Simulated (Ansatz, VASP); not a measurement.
# One calculation of Cu3N, two programs

```xyz
4
Lattice="3.8140 0.0000 0.0000 0.0000 3.8140 0.0000 0.0000 0.0000 3.8140" Properties=species:S:1:pos:R:3 pbc="T T T"
Cu    1.9070    0.0000    0.0000
Cu    0.0000    1.9070    0.0000
Cu    0.0000    0.0000    1.9070
N     0.0000    0.0000    0.0000
```

Alike in both runs: task single point; functional r2SCAN; dispersion D4; k mesh 8 × 8 × 8; occupations gaussian, width 0.05 eV; no spin polarisation.

```csv
,VASP,Ansatz
version,VASP 6.6.1,Ansatz 0.2.0
potentials or method,"VASP PAW PBE potentials, release 64 (Cu, N), cutoff 660 eV","scalar-relativistic, plane waves, PAW"
valence electrons in the cell,38,62
```

|  | VASP | Ansatz | Ansatz less VASP |
| --- | --- | --- | --- |
| gap on the k mesh at the Fermi level (eV) | 0.32 | 0.30 | -0.019 |
| least direct gap on the mesh (eV) | 0.90 | 0.88 | -0.022 |
| pressure (GPa) | -3.3 | -3.9 | -0.60 |

VASP's potentials were made for PBE, not for r2SCAN. VASP's potentials hold 38 valence electrons a cell and Ansatz's 62, so a difference there can come from the potentials and not from the codes.
